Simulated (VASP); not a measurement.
Set up this calculation in VASP 6.6.1, as the native input.

| Property | Result |
| --- | --- |
| Task | single point |
| Functional | PBEsol |
| Potentials or basis | VASP PAW PBE potentials, release 64 (Ni) |
| Cutoff | 520 eV |
| k mesh | 12 × 12 × 12 |
| Occupations | fermi-dirac, width 0.02 eV |
| Spin | collinear spin, ferromagnetic start |
| Starting moments | [1.5] μB |
| Dipole correction | no |
| Further INCAR settings | ALGO = Normal; EDIFF = 1e-07; NBANDS = 15 |

The structure of Ni lies in POSCAR:

```
Ni
1.0
    0.0000000000      1.7326804575      1.7326804575
    1.7326804575      0.0000000000      1.7326804575
    1.7326804575      1.7326804575      0.0000000000
Ni
1
Direct
    0.0000000000      0.0000000000      0.0000000000
```

These files were run (other wordings do the same):

INCAR

```
SYSTEM = Ni
ALGO = Normal
EDIFF = 1E-7
ENCUT = 520
GGA = PS
ISIF = 2
ISMEAR = -1
ISPIN = 2
LASPH = .True.
LCHARG = .False.
LMAXMIX = 4
LORBIT = 11
LREAL = .False.
LWAVE = .False.
MAGMOM = 1.5
NBANDS = 15
NELM = 150
PREC = Accurate
SIGMA = 0.02
```

KPOINTS

```
k-points
0
Gamma
  12 12 12
  0 0 0
```

Potentials or basis: VASP PAW PBE potentials, release 64 (Ni).

Run with:

```console
$ cat potpaw_PBE.64/Ni/POTCAR > POTCAR
$ mpirun -np 1 vasp_std > vasp.out
```

Results of the run:

The pressure is 0.0 GPa and the net moment is 0.68 μB per cell. The site moments are Ni +0.69 μB and the valence electrons inside the program's atomic spheres are Ni 9.40.

Caveat: the PAW data sets were made with another functional, which shifts forces and pressure a little.

Run time: 17 s on 1 thread of Intel(R) Xeon(R) Platinum 8488C (Sapphire Rapids) (shared host), peak memory 0.13 GiB.
